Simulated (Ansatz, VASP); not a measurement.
**Two plane-wave programs on AlN**

```
CELL_PARAMETERS angstrom
-3.11356 0.00000 0.00000
-1.55678 -2.69642 0.00000
0.00000 0.00000 9.66670
ATOMIC_POSITIONS crystal
Al 0.33333 0.33333 0.93258
Al 0.33333 0.33333 0.41706
Al 0.66667 0.66667 0.15930
Al 0.66667 0.66667 0.67482
N 0.33333 0.33333 0.09846
N 0.33333 0.33333 0.61398
N 0.66667 0.66667 0.35622
N 0.66667 0.66667 0.87173
```

Alike in both runs: task single point; functional PBEsol; k mesh 8 × 8 × 3; occupations gaussian, width 0.05 eV; no spin polarisation.

|  | VASP | Ansatz |
| --- | --- | --- |
| version | VASP 6.6.1 | Ansatz 0.2.0 |
| potentials or method | VASP PAW PBE potentials, release 64 (Al, N), cutoff 520 eV | scalar-relativistic, plane waves, PAW |
| valence electrons in the cell | 32 | 32 |

Ansatz gave:

| Item | Value |
| --- | --- |
| gap on the k mesh at the Fermi level (eV) | 4.29 |
| least direct gap on the mesh (eV) | 4.29 |
| pressure (GPa) | 10.3 |
| traceless stress, the component that is largest in VASP (GPa) | 17.24 |
| rms of the force components (eV/Å) | 2.356 |

Q: What did VASP give for the same quantities?

A: gap on the k mesh at the Fermi level (eV): 4.31; least direct gap on the mesh (eV): 4.31; pressure (GPa): 10.5; traceless stress, the component that is largest in VASP (GPa): 17.47; rms of the force components (eV/Å): 2.378.

VASP's potentials were made for PBE, not for PBEsol, and Ansatz warns of the same on its side. Atom by atom the forces differ by 0.023 eV/Å (rms over components). With one functional, cell and mesh, what is left measures potentials, basis and numerics.
